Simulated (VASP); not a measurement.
A run of VASP 6.6.1 is set up as follows.

File INCAR:

```
SYSTEM = CdS
PREC = Accurate
ENCUT = 520
EDIFF = 1E-7
ISMEAR = 0
SIGMA = 0.02
LREAL = .FALSE.
LASPH = .TRUE.
NELM = 100
ALGO = Normal
ISIF = 2
LWAVE = .FALSE.
LCHARG = .TRUE.
GGA = PS
LELF = .TRUE.
LVHAR = .TRUE.
NBANDS = 26
```

KPOINTS

```
Automatic mesh
0
G
  9 9 4
  0 0 0
```

Contents of POSCAR:

```
CdS
1.0
    4.1246369402      0.0000000000      0.0000000000
   -2.0623184701      3.5720403716      0.0000000000
    0.0000000000      0.0000000000      6.7097113227
Cd S
2 2
Direct
    0.6666666667      0.3333333333      0.5001992796
    0.3333333333      0.6666666667      0.0001992796
    0.6666666667      0.3333333333      0.8768007204
    0.3333333333      0.6666666667      0.3768007204
```

Potentials or basis: VASP PAW PBE potentials, release 64 (Cd, S).

Launch:

```bash
$ cat potpaw_PBE.64/Cd/POTCAR potpaw_PBE.64/S/POTCAR > POTCAR
$ mpirun -np 1 vasp_std > vasp.out
```

(1) What does it give for the pressure?

(2) Estimate the band gap on the k mesh.

Answers

(1) 0.4 GPa.

(2) 1.10 eV.

Caveat: the PAW data sets were made with another functional, which shifts forces and pressure a little.
